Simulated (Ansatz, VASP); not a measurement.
**One calculation of AlGa3As4, two programs**

```
CELL_PARAMETERS angstrom
5.66272 0.00000 0.00000
0.00000 5.66272 0.00000
0.00000 0.00000 5.66272
ATOMIC_POSITIONS crystal
Al 0.00000 0.00000 0.00000
Ga 0.50000 0.50000 0.00000
Ga 0.50000 0.00000 0.50000
Ga 0.00000 0.50000 0.50000
As 0.74998 0.74998 0.25002
As 0.74998 0.25002 0.74998
As 0.25002 0.74998 0.74998
As 0.25002 0.25002 0.25002
```

Alike in both runs: functional PBEsol; k mesh 4 × 4 × 4; occupations gaussian, width 0.1 eV; no spin polarisation.

Ansatz relaxed the structure, and its values are those at the end. VASP's run is a single point on that final structure, the one shown.

|  | VASP | Ansatz |
| --- | --- | --- |
| version | VASP 6.6.1 | Ansatz 0.2.0 |
| potentials or method | VASP PAW PBE potentials, release 64 (Al, Ga_d, As), cutoff 520 eV | scalar-relativistic, plane waves, PAW |
| valence electrons in the cell | 62 | 102 |

```tsv
	VASP	Ansatz	Ansatz less VASP
gap on the k mesh at the Fermi level (eV)	0.76	0.75	-0.013
least direct gap on the mesh (eV)	0.76	0.75	-0.013
pressure (GPa)	0.2	0.0	-0.19
```

VASP's potentials were made for PBE, not for PBEsol. VASP's potentials hold 62 valence electrons a cell and Ansatz's 102, so a difference there can come from the potentials and not from the codes.
